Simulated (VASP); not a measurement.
Wanted: the native input for a VASP 6.6.1 run.

| Property | Result |
| --- | --- |
| Task | relaxation of cell and atoms |
| Functional | PBEsol |
| Potentials or basis | VASP PAW PBE potentials, release 64 (La) |
| Cutoff | 600 eV |
| k mesh | 15 × 15 × 15 |
| Occupations | fermi-dirac, width 0.08 eV |
| Spin | no spin polarisation |
| Target pressure | 17 GPa |
| Dipole correction | no |
| Further INCAR settings | ALGO = Normal; EDIFF = 1e-07; IBRION = 2; EDIFFG = -0.005; NSW = 60; ISIF = 3 |

The structure of La lies in POSCAR:

```
La
1.0
   -1.8190862981      1.8190862981      1.8190862981
    1.8190862981     -1.8190862981      1.8190862981
    1.8190862981      1.8190862981     -1.8190862981
La
1
Direct
    0.0000000000      0.0000000000      0.0000000000
```

These files were run (other wordings do the same):

INCAR

```
SYSTEM = La
PREC = Accurate
ENCUT = 600
EDIFF = 1E-7
ISMEAR = -1
SIGMA = 0.08
LREAL = .FALSE.
LASPH = .TRUE.
NELM = 80
ALGO = Normal
ISIF = 3
LWAVE = .FALSE.
LCHARG = .FALSE.
GGA = PS
IBRION = 2
NSW = 60
EDIFFG = -0.005
PSTRESS = 170.0
```

KPOINTS

```
regular mesh
0
G
  15 15 15
  0 0 0
```

Potentials or basis: VASP PAW PBE potentials, release 64 (La).

Command:

```console
$ cat potpaw_PBE.64/La/POTCAR > POTCAR
$ mpirun -np 1 vasp_std > vasp.out
```

It gave:

```yaml
Relaxed_volume: 24.11 Å³/atom
Relaxed_cell: a = 3.152 Å, b = 3.152 Å, c = 3.152 Å, α = 109.47°, β = 109.47°, γ = 109.47°
Space_group_after_relaxing_to_0.05_Å: Im-3m (No. 229)
Energy_change_on_relaxing_the_enthalpy_is_what_falls: -2.9 meV/atom
Ionic_steps: 3
Pressure_after_relaxing: 17.0 GPa
```

Caveat: the cell is relaxed towards a set pressure, so the enthalpy falls and the energy may rise; the PAW data sets were made with another functional, which shifts forces and pressure a little.

Run time: 39 s on 1 thread of Intel(R) Xeon(R) 6975P-C (Granite Rapids), with other jobs on the host, peak memory 0.2 GiB.
